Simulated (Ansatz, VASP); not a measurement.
## Two plane-wave programs on NaI

```
Na I
1.0
     0.00000    3.23640    3.33349
     3.23640    0.00000    3.33349
     3.23640    3.23640    0.00000
Na I
1 1
Direct
  0.00000 0.00000 0.00000
  0.50000 0.50000 0.50000
```

Change from the starting cell: strain +0.000 along x and y, +0.030 along z, atoms carried along.

Alike in both runs: task single point; functional r2SCAN; k mesh 6 × 6 × 6; occupations gaussian, width 0.05 eV; no spin polarisation.

```csv
,VASP,Ansatz
version,VASP 6.6.1,Ansatz 0.2.0
potentials or method,"VASP PAW PBE potentials, release 64 (Na_pv, I), cutoff 520 eV","scalar-relativistic, plane waves, PAW"
valence electrons in the cell,14,26
```

|  | VASP | Ansatz | Ansatz less VASP |
| --- | --- | --- | --- |
| gap on the k mesh at the Fermi level (eV) | 4.33 | 4.32 | -0.009 |
| least direct gap on the mesh (eV) | 4.33 | 4.32 | -0.009 |
| pressure (GPa) | -0.6 | -0.5 | +0.07 |
| traceless stress, the component that is largest in VASP (GPa) | -0.44 | -0.42 | +0.023 |

VASP's potentials were made for PBE, not for r2SCAN. VASP's potentials hold 14 valence electrons a cell and Ansatz's 26, so a difference there can come from the potentials and not from the codes.

Spin-orbit coupling is off throughout.
